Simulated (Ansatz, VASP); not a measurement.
## One calculation of OsPd, two programs

File INCAR:

```
PREC     = Accurate       # precision mode
ENCUT    = 600            # plane-wave cutoff, eV
EDIFF    = 1E-7           # SCF threshold, eV
ISMEAR   = 0              # smearing method
SIGMA    = 0.1            # smearing width, eV
LREAL    = F              # projectors in reciprocal space
LASPH    = T              # aspherical terms in the spheres
NELM     = 60             # most SCF steps
ALGO     = Normal         # electronic algorithm
ISIF     = 3              # what is computed and relaxed
LWAVE    = F              # write WAVECAR
LCHARG   = F              # write CHGCAR
GGA      = PE             # functional
IBRION   = 2              # ionic algorithm
NSW      = 90             # ionic steps
EDIFFG   = -0.04          # ionic threshold
```

The input KPOINTS:

```
Automatic mesh
0
Gamma
  6 6 6
```

The input POSCAR:

```
OsPd
1.0
    3.0474099161      0.0000000000      0.0000000000
    0.0000000000      3.0474099161      0.0000000000
    0.0000000000      0.0000000000      3.0474099161
Pd Os
1 1
Direct
    0.5000000000      0.5000000000      0.5000000000
    0.0000000000      0.0000000000      0.0000000000
```

Input for Ansatz:

```yaml
crystal:
  lattice:
    - [3.0474099161, 0.0, 0.0]
    - [0.0, 3.0474099161, 0.0]
    - [0.0, 0.0, 3.0474099161]
  atoms:
    - { symbol: Pd, position: [0.5, 0.5, 0.5] }
    - { symbol: Os, position: [0.0, 0.0, 0.0] }
basis:
  ecutwfc: 420
kpoints:
  mp_grid: { grid: [6, 6, 6] }
hamiltonian:
  xc: pbe
scf:
  occupations: { method: gaussian, width: 0.1 }
  lower_state_search: "off"
output:
  forces: true
  stress: true
  eigenvalues: true
relax:
  adjacent_minimum: "off"
  f_tol: 0.04
  max_steps: 70
  cell: { stress_tol: 0.4 }
```

Alike in both runs: task relaxation of cell and atoms; functional PBE; k mesh 6 × 6 × 6; occupations gaussian, width 0.1 eV; no spin polarisation.

|  | VASP | Ansatz |
| --- | --- | --- |
| version | VASP 6.6.1 | Ansatz 0.2.0 |
| potentials or method | VASP PAW PBE potentials, release 64 (Pd, Os), cutoff 600 eV | scalar-relativistic, plane waves, PAW |
| valence electrons in the cell | 18 | 34 |

|  | VASP | Ansatz | Ansatz less VASP |
| --- | --- | --- | --- |
| gap on the k mesh at the Fermi level, each at its own relaxed structure (eV) | none | none | - |
| relaxed volume (Å³/atom) | 14.84 | 14.86 | +0.026 |
| relaxed cell length with the largest relative difference (Å) | 3.096 | 3.098 | +0.0018 |

A gap of «none» marks a metal or a gap that the smearing closes. VASP's potentials hold 18 valence electrons a cell and Ansatz's 34, so a difference there can come from the potentials and not from the codes.

Spin-orbit coupling is off throughout.
